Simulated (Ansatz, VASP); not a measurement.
**LiCl in VASP and in Ansatz**

INCAR

```
SYSTEM = LiCl
PREC = Accurate ; ENCUT = 750
EDIFF = 1E-6 ; ISMEAR = 0
SIGMA = 0.1 ; LREAL = .FALSE.
LASPH = .TRUE. ; NELM = 120
ALGO = Normal ; ISIF = 2
LWAVE = .FALSE. ; LCHARG = .FALSE.
GGA = PE ; NBANDS = 12
GGA_COMPAT = .FALSE.
```

Contents of KPOINTS:

```
Automatic mesh
0
G
  6 6 6
  0 0 0
```

Contents of POSCAR:

```
LiCl
1.0
    0.0000000000      2.5421223600      2.5421223600
    2.5421223600      0.0000000000      2.5421223600
    2.5421223600      2.5421223600      0.0000000000
Li Cl
1 1
Direct
    0.0000000000      0.0000000000      0.0000000000
    0.5000000000      0.5000000000      0.5000000000
```

Input for Ansatz:

```yaml
crystal:
  lattice:
    - [0.0, 2.54212236, 2.54212236]
    - [2.54212236, 0.0, 2.54212236]
    - [2.54212236, 2.54212236, 0.0]
  atoms:
    - { symbol: Li, position: [0.0, 0.0, 0.0] }
    - { symbol: Cl, position: [0.5, 0.5, 0.5] }
basis:
  ecutwfc: 420
kpoints:
  mp_grid: { grid: [6, 6, 6] }
hamiltonian:
  xc: pbe
scf:
  occupations: { method: gaussian, width: 0.1 }
  lower_state_search: "off"
output:
  forces: true
  stress: true
  eigenvalues: true
```

Alike in both runs: task single point; functional PBE; k mesh 6 × 6 × 6; occupations gaussian, width 0.1 eV; no spin polarisation.

|  | VASP | Ansatz |
| --- | --- | --- |
| version | VASP 6.6.1 | Ansatz 0.2.0 |
| potentials or method | VASP PAW PBE potentials, release 64 (Li_sv, Cl), cutoff 750 eV | scalar-relativistic, plane waves, PAW |
| valence electrons in the cell | 10 | 10 |

Ansatz gave:

* gap on the k mesh at the Fermi level (eV): 6.48
* least direct gap on the mesh (eV): 6.48
* pressure (GPa): 1.3

Problem. Estimate VASP's values.

Solution. gap on the k mesh at the Fermi level (eV): 6.49; least direct gap on the mesh (eV): 6.49; pressure (GPa): 1.3.
